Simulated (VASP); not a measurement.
This VASP 6.6.1 run on CdSe needs a look.

File INCAR:

```
SYSTEM = CdSe
METAGGA  = SCAN           ! meta-GGA
ISMEAR   = -5             ! smearing method
LWAVE    = .FALSE.        ! write WAVECAR
LCHARG   = .FALSE.        ! write CHGCAR
NBANDS   = 38             ! bands
PREC     = Accurate       ! precision mode
LASPH    = .TRUE.         ! aspherical terms in the spheres
LREAL    = .FALSE.        ! projectors in reciprocal space
ALGO     = Normal         ! electronic algorithm
EDIFF    = 1E-6           ! SCF threshold, eV
NELM     = 59             ! most SCF steps
GGA_COMPAT= .FALSE.      
ENCUT    = 320            ! plane-wave cutoff, eV
EFERMI   = MIDGAP       
LMIXTAU  = .TRUE.       
NEDOS    = 2001           ! points of the DOS
LORBIT   = 11             ! projections on sites
```

KPOINTS

```
Automatic mesh
0
Gamma
  1 1 1
  0 0 0
```

File POSCAR:

```
CdSe
1.0
    4.3000000000      0.0000000000      0.0000000000
   -2.1500000000      3.7239092363      0.0000000000
    0.0000000000      0.0000000000      7.0200000000
Cd Se
2 2
Direct
    0.6666666667      0.3333333333      0.5000000000
    0.3333333333      0.6666666667      0.0000000000
    0.6666666667      0.3333333333      0.8850000000
    0.3333333333      0.6666666667      0.3850000000
```

Potentials or basis: VASP PAW PBE potentials, release 64 (Cd, Se).

Launch:

```sh
$ cat potpaw_PBE.64/Cd/POTCAR potpaw_PBE.64/Se/POTCAR > POTCAR
$ mpirun -np 8 vasp_std > vasp.out
```

OUTCAR:

```text
SYSTEM = CdSe
   METAGGA = SCAN
   ISMEAR = -5
   PREC = Accurate
   LASPH = .TRUE.
   LREAL = .FALSE.
   EDIFF = 1E-6
   NELM = 59
   ENCUT = 320
   EFERMI = MIDGAP
   LORBIT = 11

|       ---->  I REFUSE TO CONTINUE WITH THIS SICK JOB ... BYE!!! <----       |
|                                                                             |
 -----------------------------------------------------------------------------
```

On the terminal:

```text
POSCAR found type information on POSCAR CdSe
 POSCAR found :  2 types and       4 ions
 scaLAPACK will be used
[... 48 lines left out ...]
1
1
1
1
```

Problem. What happened, and what is wrong with the input?

Solution. The program refused the input. The input holds a flaw that was put in on purpose: tetrahedra on too few k points (KPAR = left out; k = 1 × 1 × 1).
